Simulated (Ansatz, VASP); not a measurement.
**WSe2 in VASP and in Ansatz**

```
CELL_PARAMETERS angstrom
3.24925 0.00000 0.00000
-1.62462 2.81393 0.00000
0.00000 0.00000 34.64099
ATOMIC_POSITIONS crystal
W 0.66667 0.33333 0.90753
W 0.66667 0.33333 0.27741
W 0.33333 0.66667 0.72259
W 0.33333 0.66667 0.09247
Se 0.33333 0.66667 0.95565
Se 0.33333 0.66667 0.32544
Se 0.66667 0.33333 0.77072
Se 0.66667 0.33333 0.14059
Se 0.33333 0.66667 0.85941
Se 0.33333 0.66667 0.22928
Se 0.66667 0.33333 0.67456
Se 0.66667 0.33333 0.04435
```

Alike in both runs: functional LDA; k mesh 9 × 9 × 1; occupations gaussian, width 0.02 eV; no spin polarisation.

Ansatz relaxed the structure, and its values are those at the end. VASP's run is a single point on that final structure, the one shown.

|  | VASP | Ansatz |
| --- | --- | --- |
| version | VASP 6.6.1 | Ansatz 0.2.0 |
| potentials or method | VASP PAW LDA potentials, release 64 (W_sv, Se), cutoff 500 eV | scalar-relativistic, plane waves, PAW |
| valence electrons in the cell | 104 | 184 |

Ansatz gave:

| Item | Value |
| --- | --- |
| gap on the k mesh at the Fermi level (eV) | 1.12 |
| least direct gap on the mesh (eV) | 1.64 |
| rms of the force components (eV/Å) | 0.000 |

**Question.** What did VASP give for the same quantities?

**Answer.** gap on the k mesh at the Fermi level (eV): 1.11; least direct gap on the mesh (eV): 1.65; rms of the force components (eV/Å): 0.049.

Ansatz warns that its potentials were made for another functional, while VASP's fit it. LDA's correlation is that of Perdew and Zunger in VASP and of Perdew and Wang (1992) in Ansatz. VASP's potentials hold 104 valence electrons a cell and Ansatz's 184, so a difference there can come from the potentials and not from the codes.

Neither program's run includes spin-orbit coupling.
